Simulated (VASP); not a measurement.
Set up this calculation in VASP 6.6.1, as the native input.

* Task: single point
* Functional: PBE
* Potentials or basis: VASP PAW PBE potentials, release 64 (La, B)
* Cutoff: 520 eV
* k mesh: 8 × 8 × 8
* Occupations: gaussian, width 0.1 eV
* Spin: no spin polarisation
* Dipole correction: no
* Further INCAR settings: ALGO = Normal; EDIFF = 1e-06; NBANDS = 24

The structure of LaB6 (db) lies in POSCAR:

```
LaB6
1.0
    4.1570000000      0.0000000000      0.0000000000
    0.0000000000      4.1570000000      0.0000000000
    0.0000000000      0.0000000000      4.1570000000
La B
1 6
Direct
    0.0000000000      0.0000000000      0.0000000000
    0.1998504520      0.5000000000      0.5000000000
    0.5000000000      0.1998504520      0.5000000000
    0.8001495480      0.5000000000      0.5000000000
    0.5000000000      0.8001495480      0.5000000000
    0.5000000000      0.5000000000      0.1998504520
    0.5000000000      0.5000000000      0.8001495480
```

One way to write it, as run:

INCAR

```
SYSTEM = LaB6
ALGO = Normal ; EDIFF = 1E-6
ENCUT = 520 ; GGA = PE
ISIF = 2 ; ISMEAR = 0
LASPH = .TRUE. ; LCHARG = .FALSE.
LREAL = .FALSE. ; LWAVE = .FALSE.
NBANDS = 24 ; NELM = 100
PREC = Accurate ; SIGMA = 0.1
```

KPOINTS

```
k-points
0
G
  8 8 8
  0 0 0
```

Potentials or basis: VASP PAW PBE potentials, release 64 (La, B).

The run is started by

```bash
$ cat potpaw_PBE.64/La/POTCAR potpaw_PBE.64/B/POTCAR > POTCAR
$ mpirun -np 1 vasp_std > vasp.out
```

Results of the run:

The pressure is -0.4 GPa and the largest force is 0.016 eV/Å.

Run time: 54 s on 1 thread of AMD EPYC 7R43 64-Core Processor (Zen 3), on a shared host, peak memory 0.18 GiB.
